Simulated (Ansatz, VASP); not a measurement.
One calculation of PN, two programs

```xyz
4
Lattice="-1.3519 6.2077 2.0845 1.3519 -6.2077 2.0845 1.3519 6.2077 -2.0845" Properties=species:S:1:pos:R:3 pbc="T T T"
P     1.3519    2.1529    0.2816
P     0.0000    4.0548    2.3662
N     1.3519    3.5978   -0.8290
N     0.0000    2.6099    1.2556
```

Alike in both runs: functional PBE; k mesh 8 × 8 × 8; occupations gaussian, width 0.1 eV; no spin polarisation.

Ansatz relaxed the structure, and its values are those at the end. VASP's run is a single point on that final structure, the one shown.

|  | VASP | Ansatz |
| --- | --- | --- |
| version | VASP 6.6.1 | Ansatz 0.2.0 |
| potentials or method | VASP PAW PBE potentials, release 64 (P, N), cutoff 600 eV | scalar-relativistic, plane waves, PAW |
| valence electrons in the cell | 20 | 20 |

|  | VASP | Ansatz | Ansatz less VASP |
| --- | --- | --- | --- |
| gap on the k mesh at the Fermi level (eV) | 1.47 | 1.45 | -0.013 |
| least direct gap on the mesh (eV) | 2.13 | 2.11 | -0.024 |
| pressure (GPa) | -0.6 | 0.1 | +0.75 |
| rms of the force components (eV/Å) | 0.063 | 0.008 | -0.0548 |
